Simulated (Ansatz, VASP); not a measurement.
Re: VASP beside Ansatz

Contents of INCAR:

```
PREC = Accurate ; ENCUT = 520
EDIFF = 1E-7 ; ISMEAR = -1
SIGMA = 0.05 ; LREAL = F
LASPH = T ; NELM = 60
ALGO = Fast ; ISIF = 2
LWAVE = F ; LCHARG = F
GGA = PE ; NBANDS = 14
```

The input KPOINTS:

```
regular mesh
0
Gamma
  6 6 4
```

The input POSCAR:

```
Re
1.0
    2.7608000000      0.0000000000      0.0000000000
   -1.3804000000      2.3909229348      0.0000000000
    0.0000000000      0.0000000000      4.4582000000
Re
2
Direct
    0.6666666667      0.3333333333      0.7500000000
    0.3333333333      0.6666666667      0.2500000000
```

The input input.yaml:

```yaml
crystal:
  lattice:
    - [2.7608, 0.0, 0.0]
    - [-1.3804, 2.3909229348, 0.0]
    - [0.0, 0.0, 4.4582]
  atoms:
    - { symbol: Re, position: [0.6666666667, 0.3333333333, 0.75] }
    - { symbol: Re, position: [0.3333333333, 0.6666666667, 0.25] }
hamiltonian:
  xc: pbe
  pseudopotentials: { kind: paw }
kpoints:
  mp_grid: { grid: [6, 6, 4] }
  band_path:
    path:
      - [[0.0, 0.0, 0.0], [0.5, 0.0, 0.0], [0.3333333333, 0.3333333333, 0.0], [0.0, 0.0, 0.0], [0.0, 0.0, 0.5], [0.5, 0.0, 0.5], [0.3333333333, 0.3333333333, 0.5], [0.0, 0.0, 0.5]]
      - [[0.5, 0.0, 0.5], [0.5, 0.0, 0.0]]
      - [[0.3333333333, 0.3333333333, 0.0], [0.3333333333, 0.3333333333, 0.5]]
    npoints: 14
scf:
  occupations: { method: fermi_dirac, width: 0.05 }
  n_extra_bands: 6
output:
  forces: true
  stress: true
  eigenvalues: true
  fatbands: false
```

Alike in both runs: functional PBE; k mesh 6 × 6 × 4; occupations fermi-dirac, width 0.05 eV; no spin polarisation.

```csv
,VASP,Ansatz
version,VASP 6.6.1,Ansatz 0.2.0
potentials or method,"VASP PAW PBE potentials, release 64 (Re)",Ansatz PAW
plane-wave cutoff (eV),520,420
valence electrons in the cell,14,30
task,single point,band structure
```

```csv
,VASP,Ansatz,Ansatz less VASP
gap on the k mesh at the Fermi level (eV),none,none,-
pressure (GPa),6.0,6.5,+0.48
"traceless stress, the component that is largest in VASP (GPa)",1.03,1.15,+0.118
```

A gap of «none» marks a metal or a gap that the smearing closes. With one functional, cell and mesh, what is left measures potentials, basis and numerics. VASP's potentials hold 14 valence electrons a cell and Ansatz's 30, so a difference there can come from the potentials and not from the codes.

The k mesh is coarse, so the values compare programs but aren't converged. Spin-orbit coupling is off throughout.
